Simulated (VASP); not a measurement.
The system is Be2ZnSO3.

```xyz
7
Lattice="2.6431 -3.3212 -0.0150 2.6568 3.3323 -0.0624 -1.3978 -0.0420 5.5121" Properties=species:S:1:pos:R:3 pbc="T T T"
Be    0.4579   -1.4844    3.0094
Be    0.2829    1.4237    2.8996
Zn    2.3698   -0.0974    4.8227
S     3.6648    0.0391    1.5525
O     1.7074   -1.5012    3.7531
O     1.7201    1.5102    3.7665
O     0.1058   -0.0247    2.0128
```

```yaml
Program: VASP 6.6.1
Task: relaxation of cell and atoms
Functional: PBE
Potentials_or_basis: VASP PAW PBE potentials, release 64 (Be, Zn, S, O)
Cutoff: 600 eV
k_mesh: 4 × 4 × 4
Occupations: gaussian, width 0.1 eV
Spin: no spin polarisation
```

At the start: pressure -3.6 GPa; volume 13.83 Å³/atom.

Question: How do energy, volume and symmetry change on relaxing?

Answer: Over 20 steps the energy falls by 89.9 meV/atom and the volume is 13.92 Å³/atom (+0.6 %); space group P1 (No. 1, to 0.1 Å) before, Cm (No. 8, to 0.1 Å).

Step by step:
```tsv
step	energy change (eV)	largest force (eV/Å)	pressure (GPa)	volume (Å³)
1	0.0000	3.1494	-3.65	96.82
2	-0.3934	1.9743	3.22	92.45
3	-0.4724	1.1000	0.46	93.70
4	-0.5622	0.7729	0.86	93.58
5	-0.5639	0.6084	0.77	93.60
6	-0.5979	0.2855	0.50	94.37
7	-0.6009	0.3032	0.42	94.67
8	-0.6145	0.2906	0.46	95.49
9	-0.6146	0.3368	0.47	95.59
10	-0.6219	0.1509	-0.32	96.67
11	-0.6219	0.1469	-0.29	96.62
12	-0.6264	0.0874	0.02	96.80
13	-0.6267	0.1146	0.13	96.85
14	-0.6277	0.0732	0.06	97.07
15	-0.6277	0.0574	0.06	97.05
16	-0.6283	0.0454	-0.02	97.23
17	-0.6285	0.0615	-0.13	97.43
18	-0.6289	0.0406	-0.04	97.45
19	-0.6289	0.0421	-0.03	97.45
20	-0.6290	0.0198	0.00	97.42
```

Final structure:
```
CELL_PARAMETERS angstrom
2.64419 -3.34890 -0.00879
2.63816 3.34324 0.00034
-1.32131 0.00835 5.51408
ATOMIC_POSITIONS crystal
Be 0.41592 0.01137 0.54800
Be 0.01076 0.41599 0.54762
Zn 0.66397 0.66302 0.87978
S 0.78360 0.78439 0.28964
O 0.72530 0.28464 0.67591
O 0.28496 0.72443 0.67581
O 0.11549 0.11615 0.38324
```
